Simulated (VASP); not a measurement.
Write the native input for VASP 6.6.1 that does the following.

```yaml
Task: single point
Functional: r2SCAN
Potentials_or_basis: VASP PAW PBE potentials, release 64 (Li_sv, S)
Cutoff: 830 eV
k_mesh: 8 × 8 × 8
Occupations: gaussian, width 0.01 eV
Spin: no spin polarisation
Dipole_correction: no
Further_INCAR_settings: ALGO = Normal; EDIFF = 1e-06; NBANDS = 13
```

Li2S:

```
Li S
1.0
     2.80376    2.80376    0.00000
    -2.80376    2.80376    0.00000
     0.00000    2.80376    2.80376
Li S
2 1
Direct
  0.25000 0.75000 0.50000
  0.75000 0.25000 0.50000
  0.00000 0.00000 0.00000
```

The input as run:

POSCAR

```
Li2S
1.0
    2.8037580061      2.8037580061      0.0000000000
   -2.8037580061      2.8037580061      0.0000000000
    0.0000000000      2.8037580061      2.8037580061
Li S
2 1
Direct
    0.2500000000      0.7500000000      0.5000000000
    0.7500000000      0.2500000000      0.5000000000
    0.0000000000      0.0000000000      0.0000000000
```

INCAR.step1

```
ALGO = Normal
EDIFF = 1E-5
ENCUT = 830
GGA = PE
GGA_COMPAT = False
ISMEAR = 0
LASPH = True
LCHARG = False
LREAL = False
LWAVE = True
NBANDS = 13
NELM = 120
PREC = Accurate
SIGMA = 0.01
```

INCAR.step2

```
ALGO = Normal
EDIFF = 1E-6
ENCUT = 830
GGA_COMPAT = False
ISIF = 2
ISMEAR = 0
ISTART = 1
LASPH = True
LCHARG = False
LMIXTAU = True
LREAL = False
LWAVE = False
METAGGA = R2SCAN
NBANDS = 13
NELM = 120
PREC = Accurate
SIGMA = 0.01
```

KPOINTS

```
k-points
0
Gamma
  8 8 8
```

Potentials or basis: VASP PAW PBE potentials, release 64 (Li_sv, S).

The run is started by

```sh
$ cat potpaw_PBE.64/Li_sv/POTCAR potpaw_PBE.64/S/POTCAR > POTCAR
$ cp INCAR.step1 INCAR
$ mpirun -np 1 vasp_std > vasp.out
$ cp INCAR.step2 INCAR
$ mpirun -np 1 vasp_std > vasp.out
```

Results of the run:

| Item | Value |
| --- | --- |
| Pressure | 1.9 GPa |
| Band gap on the k mesh | 3.83 eV (least direct gap 5.29 eV) |

Caveat: the PAW data sets were made with another functional, which shifts forces and pressure a little.

Wall time 7.4 min on 1 thread of Oxide Virtual Turin-like Processor, on a shared host, peak memory 0.21 GiB.
